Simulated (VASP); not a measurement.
# Nb (Fm-3m) in VASP: settings compared, part 3 of 3

VASP 6.6.1. Earlier steps stand in the parts before.

### 5 Vibrations by perturbation theory, PBE

INCAR

```
SYSTEM = Nb
PREC = Accurate ; ENCUT = 520
EDIFF = 1E-8 ; ISMEAR = -1
SIGMA = 0.05 ; LREAL = .False.
LASPH = .True. ; NELM = 60
ALGO = Fast ; ISIF = 2
LWAVE = .False. ; LCHARG = .False.
GGA = PE ; IBRION = 8
NSW = 1
```

KPOINTS

```
Automatic mesh
0
Gamma
  10 10 10
  0 0 0
```

POSCAR

```
Nb
1.0
    0.0000000000      2.1150000000      2.1150000000
    2.1150000000      0.0000000000      2.1150000000
    2.1150000000      2.1150000000      0.0000000000
Nb
1
Direct
    0.0000000000      0.0000000000      0.0000000000
```

Potentials or basis: VASP PAW PBE potentials, release 64 (Nb_sv).

Command:

```bash
$ cat potpaw_PBE.64/Nb_sv/POTCAR > POTCAR
$ mpirun -np 1 vasp_std > vasp.out
```

OUTCAR:

```text
SYSTEM = Nb
   PREC = Accurate
   ENCUT = 520
   EDIFF = 1E-8
   ISMEAR = -1
   LREAL = .False.
   LASPH = .True.
   NELM = 60
   ISIF = 2
   GGA = PE
   IBRION = 8
   NSW = 1

 ion  position               nearest neighbor table
   1  0.000  0.000  0.000-

  LATTYP: Found a face centered cubic cell.
 ALAT       =     4.2300000000

  Lattice vectors:

 A1 = (   0.0000000000,   2.1150000000,   2.1150000000)
 A2 = (   2.1150000000,   0.0000000000,   2.1150000000)
 A3 = (   2.1150000000,   2.1150000000,   0.0000000000)

Analysis of symmetry for initial positions (statically):
=====================================================================
 Subroutine PRICEL returns:
 Original cell was already a primitive cell.

 Routine SETGRP: Setting up the symmetry group for a
 face centered cubic supercell.

 Subroutine GETGRP returns: Found 48 space group operations
 (whereof 48 operations were pure point group operations)
 out of a pool of 48 trial point group operations.

The static configuration has the point symmetry O_h .

Analysis of symmetry for dynamics (positions and initial velocities):
=====================================================================
 Subroutine PRICEL returns:
 Original cell was already a primitive cell.

 Routine SETGRP: Setting up the symmetry group for a
 face centered cubic supercell.

 Subroutine GETGRP returns: Found 48 space group operations
 (whereof 48 operations were pure point group operations)
 out of a pool of 48 trial point group operations.

The dynamic configuration has the point symmetry O_h .

[... 481 lines left out ...]
  volume of cell :       18.92
      direct lattice vectors                 reciprocal lattice vectors
     0.000000000  2.115000000  2.115000000    -0.236406619  0.236406619  0.236406619
     2.115000000  0.000000000  2.115000000     0.236406619 -0.236406619  0.236406619
     2.115000000  2.115000000  0.000000000     0.236406619  0.236406619 -0.236406619

 POSITION                                       TOTAL-FORCE (eV/Angst)
 -----------------------------------------------------------------------------------
      0.00000      0.00000      0.00000         0.000000      0.000000      0.000000
 -----------------------------------------------------------------------------------
    total drift:                               -0.000000     -0.000000     -0.000000

  FREE ENERGIE OF THE ION-ELECTRON SYSTEM (eV)
  ---------------------------------------------------
  free  energy   TOTEN  =        -9.9095628193 eV

  energy  without entropy=       -9.8981475973  energy(sigma->0) =       -9.90385521

[... ionic steps 2 to 3 ...]

--------------------------------------- Ionic step        4  -------------------------------------------

 Free energy of the ion-electron system (eV)
  ---------------------------------------------------
  ---------------------------------------------------
  free energy    TOTEN  =        -0.42574811 eV

  energy without entropy =       -0.42574811

------------------------ aborting loop because EDIFF is reached ----------------------------------------

 INTERNAL STRAIN TENSOR  FOR ION    1  DIRECTION 1   (eV/Angst):
 -----------------------------------------------------------------------------
     0.00913 -0.00000  0.00000
     0.00000  0.01752  0.00000
     0.00000  0.00000  0.01752

 INTERNAL STRAIN TENSOR FOR ION    1 for displacements in x,y,z  (eV/Angst):
          X           Y           Z          XY          YZ          ZX
  --------------------------------------------------------------------------------
  x     0.00000     0.00000     0.00000     0.00000     0.00000     0.00000
  y     0.00000     0.00000     0.00000     0.00000     0.00000     0.00000
  z     0.00000     0.00000     0.00000     0.00000     0.00000     0.00000

 SECOND DERIVATIVES (NOT SYMMETRIZED)
 ------------------------------------
               1X          1Y          1Z
  1X    -0.005715    0.000000    0.000000
  1Y     0.000000   -0.005715    0.000000
  1Z     0.000000    0.000000   -0.005715

 Eigenvectors and eigenvalues of the dynamical matrix
 ----------------------------------------------------

   1 f  =    0.122609 THz     0.770376 2PiTHz    4.089801 cm-1     0.507071 meV
             X         Y         Z           dx          dy          dz
      0.000000  0.000000  0.000000     1.000000    0.000000    0.000000

   2 f  =    0.122609 THz     0.770376 2PiTHz    4.089801 cm-1     0.507071 meV
             X         Y         Z           dx          dy          dz
      0.000000  0.000000  0.000000     0.000000    1.000000    0.000000

   3 f  =    0.122609 THz     0.770376 2PiTHz    4.089801 cm-1     0.507071 meV
             X         Y         Z           dx          dy          dz
      0.000000  0.000000  0.000000     0.000000    0.000000    1.000000

--------------------------------------------------------------------------------------------------------

 ELASTIC MODULI CONTR FROM IONIC RELAXATION (kBar)
 Direction    XX          YY          ZZ          XY          YZ          ZX
 --------------------------------------------------------------------------------
 XX           0.0000      0.0000      0.0000      0.0000      0.0000      0.0000
 YY           0.0000      0.0000      0.0000      0.0000      0.0000      0.0000
 ZZ           0.0000      0.0000      0.0000      0.0000      0.0000      0.0000
 XY           0.0000      0.0000      0.0000      0.0000      0.0000      0.0000
 YZ           0.0000      0.0000      0.0000      0.0000      0.0000      0.0000
 ZX           0.0000      0.0000      0.0000      0.0000      0.0000      0.0000
 --------------------------------------------------------------------------------
```

It took 5.5 min on 1 thread of AMD EPYC 7R13, shared host; peak memory 0.15 GiB.

### 6 Density of states, PBEsol+D4

POSCAR is that of step 5.

INCAR.step1

```
  PREC = Accurate
  ENCUT = 520
  EDIFF = 1E-7
  ISMEAR = -1
  SIGMA = 0.05
  LREAL = False
  LASPH = True
  NELM = 80
  ALGO = Normal
  ISIF = 2
  LWAVE = False
  LCHARG = True
  LMAXMIX = 4
  GGA = PS
  IVDW = 13
  NBANDS = 12
```

KPOINTS.step1

```
Automatic mesh
0
Gamma
  11 11 11
```

INCAR.step2

```
  PREC = Accurate
  ENCUT = 520
  EDIFF = 1E-7
  ISMEAR = -5
  SIGMA = 0.05
  LREAL = False
  LASPH = True
  NELM = 80
  ALGO = Normal
  ISIF = 2
  LWAVE = False
  LCHARG = False
  LMAXMIX = 4
  GGA = PS
  IVDW = 13
  LORBIT = 11
  NBANDS = 12
  NEDOS = 2001
  ICHARG = 11
```

KPOINTS.step2

```
Automatic mesh
0
Gamma
  17 17 17
```

Potentials or basis: VASP PAW PBE potentials, release 64 (Nb_sv).

Command:

```bash
$ cat potpaw_PBE.64/Nb_sv/POTCAR > POTCAR
$ cp INCAR.step1 INCAR
$ cp KPOINTS.step1 KPOINTS
$ mpirun -np 1 vasp_std > vasp.out
$ cp INCAR.step2 INCAR
$ cp KPOINTS.step2 KPOINTS
$ mpirun -np 1 vasp_std > vasp.out
```

Run time: 28 s. Hardware: 1 thread of Intel Xeon Platinum 8259CL at 2.50GHz (Skylake/Cascade Lake), shared host; peak memory 0.16 GiB.

It converged, with:

| Item | Value |
| --- | --- |
| Valence electrons inside the program's atomic spheres | Nb 10.62 |
| Dispersion energy per atom | -0.186 eV |

Levels at points of the mesh, in eV from the Fermi level:
```
           k point  band 3  band 4  band 5  band 6  band 7  band 8  band 9  band 10
(0.00, 0.00, 0.00)  -30.11  -30.11   -6.23    0.11    0.11    0.11    2.68     2.68
```

### 7 Density of states, RPBE

POSCAR

```
Nb
1.0
    2.9910616800      0.0000000000      0.0000000000
    1.4955308400      2.5903353992      0.0000000000
    1.4955308400      0.8634451331      2.4421916351
Nb
1
Direct
    0.0000000000      0.0000000000      0.0000000000
```

INCAR.step1

```
  ALGO = Normal
  EDIFF = 1E-7
  ENCUT = 520
  GGA = RP
  ISIF = 2
  ISMEAR = 1
  LASPH = True
  LCHARG = True
  LMAXMIX = 4
  LREAL = False
  LWAVE = False
  NBANDS = 12
  NELM = 60
  PREC = Accurate
  SIGMA = 0.01
```

KPOINTS.step1

```
k-points
0
Gamma
  11 11 11
```

INCAR.step2

```
  ALGO = Normal
  EDIFF = 1E-7
  ENCUT = 520
  GGA = RP
  ICHARG = 11
  ISIF = 2
  ISMEAR = -5
  LASPH = True
  LCHARG = False
  LMAXMIX = 4
  LORBIT = 11
  LREAL = False
  LWAVE = False
  NBANDS = 12
  NEDOS = 1001
  NELM = 60
  PREC = Accurate
  SIGMA = 0.01
```

KPOINTS.step2

```
k-points
0
Gamma
  17 17 17
```

Command:

```bash
$ cat potpaw_PBE.64/Nb_sv/POTCAR > POTCAR
$ cp INCAR.step1 INCAR
$ cp KPOINTS.step1 KPOINTS
$ mpirun -np 1 vasp_std > vasp.out
$ cp INCAR.step2 INCAR
$ cp KPOINTS.step2 KPOINTS
$ mpirun -np 1 vasp_std > vasp.out
```

Wall time 26 s (1 thread of Intel Xeon 6975P-C, shared host); peak memory 0.16 GiB.

Results (log left out):

* Valence electrons inside the program's atomic spheres: Nb 10.63

Levels at points of the mesh, in eV from the Fermi level:
```
           k point  band 3  band 4  band 5  band 6  band 7  band 8  band 9  band 10
(0.00, 0.00, 0.00)  -30.22  -30.22   -6.20    0.11    0.11    0.11    2.68     2.68
```
